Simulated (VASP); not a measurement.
The system is KFeAs2.

```
CELL_PARAMETERS angstrom
-1.98037 1.98037 6.38302
1.98037 -1.98037 6.38302
1.98037 1.98037 -6.38302
ATOMIC_POSITIONS crystal
As 0.33074 0.33074 0.00000
As 0.66926 0.66926 0.00000
Fe 0.25000 0.75000 0.50000
K 0.00000 0.00000 0.00000
```

Base run:

- Program: VASP 6.6.1
- Functional: PBE
- Potentials or basis: VASP PAW PBE potentials, release 64 (As, Fe, K_sv)
- Cutoff: 520 eV
- k mesh: 9 × 9 × 9
- Occupations: fermi-dirac, width 0.05 eV
- Spin: collinear spin, ferromagnetic start
- Starting moments: [0.0, 0.0, 3.0, 0.0] μB
- Hubbard terms: Fe d U = 2.0 eV

Its results: pressure 3.3 GPa; net moment 2.11 μB per cell; site moments As -0.09; Fe +2.27; K +0.00 μB; largest force 0.416 eV/Å.

Q: The run is repeated on the same cell with these changes: hubbard terms from Fe d U = 2.0 eV to Fe d U = 4.0 eV; further incar settings from ALGO = Normal; EDIFF = 1e-06; NBANDS = 26 to ALGO = Normal; EDIFF = 1e-07; NBANDS = 26. What comes out?

A: Pressure 4.8 GPa; net moment 2.36 μB per cell; site moments As -0.14; Fe +2.71; K +0.00 μB; largest force 0.648 eV/Å.

Caveats: the cell stands under pressure; a cell with one magnetic atom can't hold antiferromagnetic order, which such compounds often take; the U is typed as a test and isn't derived for this compound.
